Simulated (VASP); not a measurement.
# WC (P3m1) in VASP: notebook

Runs on WC. Level: PBEsol. Tasks: single point.

Program: VASP 6.6.1. These are calculated values, not measurements. Logs are shortened: lines on timing, memory, paths and dates and some standing lists are left out, and cuts for length are marked.

## Step 1: The cell of the first run

It takes space group P3m1 (No. 156, trigonal). Conventional cell: a = 2.898 Å, b = 2.898 Å, c = 9.233 Å, α = 90.00°, β = 90.00°, γ = 120.00°. W (site symmetry 3m) has 6 C at 2.19 to 2.74 Å and 7 W at 2.83 to 2.90 Å within 2.9 Å. Within 2.9 Å of W (site symmetry 3m) lie 6 C at 2.19 Å and 7 W at 2.83 to 2.90 Å. Within 2.9 Å of W (site symmetry 3m) lie 6 C at 2.19 Å and 8 W at 2.83 to 2.90 Å. C (site symmetry 3m) has 6 W at 2.19 to 2.74 Å and 7 C at 2.83 to 2.90 Å within 2.9 Å. C (site symmetry 3m) has 6 W at 2.19 Å and 8 C at 2.83 to 2.90 Å within 2.9 Å. C (site symmetry 3m) has 6 W at 2.19 Å and 7 C at 2.83 to 2.90 Å within 2.9 Å.

## Step 2: Single point, PBEsol (the distance across one plane changed)

INCAR reads:

```
  PREC = Accurate
  ENCUT = 520
  EDIFF = 1E-6
  ISMEAR = 0
  SIGMA = 0.15
  LREAL = False
  LASPH = True
  NELM = 60
  ALGO = Normal
  ISIF = 2
  LWAVE = False
  LCHARG = False
  GGA = PS
  NBANDS = 36
```

KPOINTS reads:

```
regular mesh
0
Gamma
  23 23 7
```

POSCAR reads:

```
WC
1.0
   -2.8984136670      0.0000000000      0.0000000000
   -1.4492068335     -2.5100998663      0.0000000000
    0.0000000000      0.0000000000      9.2328357108
W C
3 3
Direct
    0.0000000000      0.0000000000      0.8421888570
    0.0000000000      0.0000000000      0.2296767335
    0.0000000000      0.0000000000      0.5359327953
    0.6666666667      0.6666666667      0.0765487026
    0.6666666667      0.6666666667      0.3828047644
    0.6666666667      0.6666666667      0.6890608261
```

Potentials or basis: VASP PAW PBE potentials, release 64 (W_sv, C).

The run is started by

```console
cat potpaw_PBE.64/W_sv/POTCAR potpaw_PBE.64/C/POTCAR > POTCAR
mpirun -np 1 vasp_std > vasp.out
```

OUTCAR:

```text
PREC = Accurate
   ENCUT = 520
   EDIFF = 1E-6
   ISMEAR = 0
   LREAL = False
   LASPH = True
   NELM = 60
   ISIF = 2
   GGA = PS

 ion  position               nearest neighbor table
   1  0.000  0.000  0.842-   6 2.19   6 2.19   6 2.19   4 2.74   4 2.74   4 2.74   3 2.83
   2  0.000  0.000  0.230-   4 2.19   5 2.19   4 2.19   5 2.19   4 2.19   5 2.19   3 2.83
   3  0.000  0.000  0.536-   6 2.19   6 2.19   6 2.19   5 2.19   5 2.19   5 2.19   1 2.83   2 2.83

   4  0.667  0.667  0.077-   2 2.19   2 2.19   2 2.19   1 2.74   1 2.74   1 2.74
   5  0.667  0.667  0.383-   2 2.19   3 2.19   2 2.19   3 2.19   2 2.19   3 2.19
   6  0.667  0.667  0.689-   3 2.19   3 2.19   3 2.19   1 2.19   1 2.19   1 2.19

  LATTYP: Found a hexagonal cell.
 ALAT       =     2.8984136670
 C/A-ratio  =     3.1854789452

  Lattice vectors:

 A1 = (   1.4492068335,   2.5100998663,   0.0000000000)
 A2 = (  -2.8984136670,   0.0000000000,   0.0000000000)
 A3 = (   0.0000000000,   0.0000000000,   9.2328357108)

Analysis of symmetry for initial positions (statically):
=====================================================================
 Subroutine PRICEL returns:
 Original cell was already a primitive cell.

 Routine SETGRP: Setting up the symmetry group for a
 hexagonal supercell.

 Subroutine GETGRP returns: Found  6 space group operations
 (whereof  6 operations were pure point group operations)
 out of a pool of 24 trial point group operations.

The static configuration has the point symmetry C_3v.

Analysis of symmetry for dynamics (positions and initial velocities):
=====================================================================
 Subroutine PRICEL returns:
 Original cell was already a primitive cell.

 Routine SETGRP: Setting up the symmetry group for a
 hexagonal supercell.

 Subroutine GETGRP returns: Found  6 space group operations
 (whereof  6 operations were pure point group operations)
 out of a pool of 24 trial point group operations.

The dynamic configuration has the point symmetry C_3v.

 Subroutine INISYM returns: Found  6 space group operations
 (whereof  6 operations are pure point group operations),
 and found     1 'primitive' translations

----------------------------------------------------------------------------------------

                                     Primitive cell

  volume of cell :      67.1717

  direct lattice vectors                    reciprocal lattice vectors
    -2.898413667  0.000000000  0.000000000    -0.345016314  0.199195262  0.000000000
    -1.449206833 -2.510099866  0.000000000     0.000000000 -0.398390524  0.000000000
     0.000000000  0.000000000  9.232835711     0.000000000  0.000000000  0.108309086

  length of vectors
     2.898413667  2.898413667  9.232835711     0.398390524  0.398390524  0.108309086

  position of ions in fractional coordinates (direct lattice)
     0.000000000  0.000000000  0.842188857
     0.000000000  0.000000000  0.229676733
     0.000000000  0.000000000  0.535932795
     0.666666667  0.666666667  0.076548703
     0.666666667  0.666666667  0.382804764
     0.666666667  0.666666667  0.689060826

  ion indices of the primitive-cell ions
   primitive index   ion index
                 1           1
                 2           2
                 3           3
                 4           4
                 5           5
                 6           6

----------------------------------------------------------------------------------------

 KPOINTS: regular mesh

Automatic generation of k-mesh.
 Grid dimensions read from file:
 generate k-points for:   23   23    7

 Generating k-lattice:

  Cartesian coordinates                     Fractional coordinates (reciprocal lattice)
    -0.015000709  0.008660664  0.000000000     0.043478261  0.000000000  0.000000000
     0.000000000 -0.017321327  0.000000000     0.000000000  0.043478261  0.000000000
     0.000000000  0.000000000  0.015472727     0.000000000  0.000000000  0.142857143

  Length of vectors
     0.017321327  0.017321327  0.015472727

  Shift w.r.t. Gamma in fractional coordinates (k-lattice)
     0.000000000  0.000000000  0.000000000

 Subroutine IBZKPT returns following result:
 ===========================================

 Found    356 irreducible k-points:

 Following reciprocal coordinates:
            Coordinates               Weight
  0.000000  0.000000  0.000000      1.000000
  0.043478 -0.000000  0.000000      6.000000
  0.086957  0.000000  0.000000      6.000000
  0.130435  0.000000  0.000000      6.000000
  0.173913  0.000000  0.000000      6.000000
  0.217391  0.000000  0.000000      6.000000
[... 16 lines left out ...]
 -0.478261  0.043478  0.000000      6.000000
  0.173913  0.086957  0.000000      6.000000
 [... further k-points ...]
   k-points           NKPTS =    356   k-points in BZ     NKDIM =    356   number of bands    NBANDS=     36
   number of dos      NEDOS =    301   number of ions     NIONS =      6
   total plane-waves  NPLWV =  40320
   dimension x,y,z NGX =    24 NGY =   24 NGZ =   70
   dimension x,y,z NGXF=    48 NGYF=   48 NGZF=  140
   ions per type =               3   3
   NGX,Y,Z   is equivalent  to a cutoff of  13.77, 13.77, 12.60 a.u.
   NGXF,Y,Z  is equivalent  to a cutoff of  27.53, 27.53, 25.21 a.u.
 SYSTEM =  unknown system
   PREC   = accura    normal or accurate (medium, high low for compatibility)
   ISTART =      0    job   : 0-new  1-cont  2-samecut
   ICHARG =      2    charge: 1-file 2-atom 10-const
   ISPIN  =      1    spin polarized calculation?
   LNONCOLLINEAR =      F non collinear calculations
   LSORBIT =      F    spin-orbit coupling
   LASPH  =      T    aspherical Exc in radial PAW
   ENCUT  =  520.0 eV  38.22 Ry    6.18 a.u.   5.39  5.39 17.17*2*pi/ulx,y,z
   NELM   =     60;   NELMIN=  2; NELMDL= -5     # of ELM steps
   EDIFF  = 0.1E-05   stopping-criterion for ELM
   LREAL  =      F    real-space projection
   EDIFFG = 0.1E-04   stopping-criterion for IOM
   NSW    =      0    number of steps for IOM
   IBRION =     -1    ionic relax: 0-MD 1-quasi-New 2-CG
   NFREE  =      0    steps in history (QN), initial steepest desc. (CG)
   ISIF   =      2    stress and relaxation
   ISYM   =      2    0-nonsym 1-usesym 2-fastsym
   POTIM  = 0.5000    time-step for ionic-motion
   TEBEG  =    0.0;   TEEND  =   0.0 temperature during run
   PSTRESS=    0.0 pullay stress
   NELECT =      54.0000    total number of electrons
   NUPDOWN=      -1.0000    fix difference up-down
   EMIN   =  10.00;   EMAX   =-10.00  energy-range for DOS
   EFERMI =   0.00;   METHOD = LEGACY
   ISMEAR =     0;   SIGMA  =   0.15  broadening in eV -4-tet -1-fermi 0-gaus
   EFERMI_NEDOS =   21; number of points for ismear=-14 and -15
   IALGO  =     38    algorithm
   IMIX   =      4    mixing-type and parameters
     AMIX     =   0.40;   BMIX     =  1.00
     AMIX_MAG =   1.60;   BMIX_MAG =  1.00
  volume/ion in A,a.u.               =      11.20        75.55
  Fermi-wavevector in a.u.,A,eV,Ry     =   1.522219  2.876578 31.526766  2.317152
  Thomas-Fermi vector in A             =   2.630828
   LORBIT       =      0    0 simple, 1 ext, 2 COOP (PROOUT), +10 PAW based schemes
   GGA     = PS    functional components
   LHFCALC =     F    Hartree Fock is set to
   AEXX    =    0.0000 exact exchange contribution
   IVDW    =     0    specifies the selected vdW correction
   LEPSILON=     F    determine dielectric tensor
   LRPA    =     F    only Hartree local field effects (RPA)
 non-spin polarized calculation
 Gauss-broadening in eV      SIGMA  =   0.15
  energy-cutoff  :      520.00
  volume of cell :       67.17
 maximum number of plane-waves:      1847
 NGX is ok and might be reduce to    24
   NGX = 11   NGY = 11   NGZ = 35

 number of electron      53.9999995 magnetization

 Free energy of the ion-electron system (eV)
  ---------------------------------------------------
  ext. energy  EPLUGINS =         0.00000000
  ---------------------------------------------------
  free energy    TOTEN  =       -69.15326692 eV

  energy without entropy =      -69.14169244  energy(sigma->0) =      -69.14747968

 E-fermi :   9.8474     XC(G=0): -13.4683

 val. band max:        9.8473250775   @ k =  -0.3478   0.3043   0.0000
 cond. band min:       9.8475261236   @ k =   0.4783   0.0435   0.0000
 fundamental gap:      0.0002010461
 Fermi energy:         9.8473639356

 k-point     1 :       0.0000    0.0000    0.0000
  band No.  band energies     occupation
      1     -64.5809      2.00000
      2     -64.1104      2.00000
      3     -63.7434      2.00000
      4     -28.9915      2.00000
      5     -28.5202      2.00000
      6     -28.3290      2.00000
[... 28 lines left out ...]
     35      14.7999      0.00000
     36      15.2995      0.00000

 k-point     2 :       0.0435   -0.0000    0.0000
  band No.  band energies     occupation
      1     -64.5798      2.00000
      2     -64.1093      2.00000
      3     -63.7423      2.00000
      4     -28.9890      2.00000
      5     -28.5176      2.00000
      6     -28.3439      2.00000
[... 28 lines left out ...]
     35      14.8522      0.00000
     36      15.1752      0.00000

 k-point     3 :       0.0870    0.0000    0.0000
  band No.  band energies     occupation
      1     -64.5767      2.00000
      2     -64.1060      2.00000
      3     -63.7390      2.00000
      4     -28.9815      2.00000
      5     -28.5098      2.00000
      6     -28.3876      2.00000
[... 28 lines left out ...]
     35      14.9462      0.00000
     36      15.0595      0.00000
[... 742 lines left out ...]
 k-point    23 :      -0.4783    0.0435    0.0000
  band No.  band energies     occupation
      1     -64.5231      2.00000
      2     -64.0496      2.00000
      3     -63.6827      2.00000
      4     -29.0937      2.00000
      5     -28.8507      2.00000
      6     -28.7988      2.00000
[... 28 lines left out ...]
     35      15.2027      0.00000
     36      16.3107      0.00000

 k-point    24 :       0.1739    0.0870    0.0000
  band No.  band energies     occupation
      1     -64.5690      2.00000
      2     -64.0978      2.00000
      3     -63.7309      2.00000
      4     -28.9631      2.00000
      5     -28.4926      2.00000
      6     -28.4893      2.00000
[... 28 lines left out ...]
     35      14.9015      0.00000
     36      15.0198      0.00000

 [... further k-points ...]
[... 5 lines left out ...]
  --------------------------------------------------------------------------------------
  -------------------------------------------------------------------------------------
  Total       -1.5196414     -1.5196414    -14.2599657      0.0000000      0.0000000      0.0000000
  in kB      -36.2464277    -36.2464277   -340.1281581      0.0000000      0.0000000      0.0000000
  external PRESSURE =    -137.5403378 kB  Pullay stress =       0.0000000 kB

 VOLUME and BASIS-vectors are now :
 -----------------------------------------------------------------------------
  energy-cutoff  :      520.00
  volume of cell :       67.17
      direct lattice vectors                 reciprocal lattice vectors
    -2.898413667  0.000000000  0.000000000    -0.345016314  0.199195262  0.000000000
    -1.449206833 -2.510099866  0.000000000     0.000000000 -0.398390524  0.000000000
     0.000000000  0.000000000  9.232835711     0.000000000  0.000000000  0.108309086

 POSITION                                       TOTAL-FORCE (eV/Angst)
 -----------------------------------------------------------------------------------
      0.00000      0.00000      7.77579         0.000000      0.000000      3.305464
      0.00000      0.00000      2.12057        -0.000000     -0.000000     -4.050206
      0.00000      0.00000      4.94818        -0.000000     -0.000000     -0.491478
     -2.89841     -1.67340      0.70676         0.000000      0.000000     -0.531544
     -2.89841     -1.67340      3.53437         0.000000      0.000000      0.709788
     -2.89841     -1.67340      6.36199        -0.000000     -0.000000      1.057976
 -----------------------------------------------------------------------------------
    total drift:                                0.000000      0.000000      0.000001

  FREE ENERGIE OF THE ION-ELECTRON SYSTEM (eV)
  ---------------------------------------------------
  free  energy   TOTEN  =       -69.1532669176 eV

  energy  without entropy=      -69.1416924424  energy(sigma->0) =      -69.14747968
```

Wall time 6.3 min (1 thread of Intel Xeon 6975P-C (Granite Rapids), shared host); peak memory 0.7 GiB.

What came out:

```yaml
Free_energy: -69.1533 eV
Pressure: -13.8 GPa
Largest_force: 4.050 eV/Å
Band_gap_on_the_k_mesh: zero (bands 27 and 28 overlap by 0.17 eV)
```

Forces on the atoms (eV/Å):
```
W    0.000  0.000  3.305
W    0.000  0.000 -4.050
W    0.000  0.000 -0.491
C    0.000  0.000 -0.532
C    0.000  0.000  0.710
C    0.000  0.000  1.058
```

Stress tensor (GPa, compression positive):
```
 -3.62   0.00   0.00
  0.00  -3.62   0.00
  0.00   0.00 -34.01
```

Caveat: the cell differs from its parent crystal (the distance across one plane changed); the cell stands under tension; the PAW data sets were made with another functional, which shifts forces and pressure a little; spin-orbit coupling is left out, which moves the levels of the heavy elements.

[end of part 1 of 2]
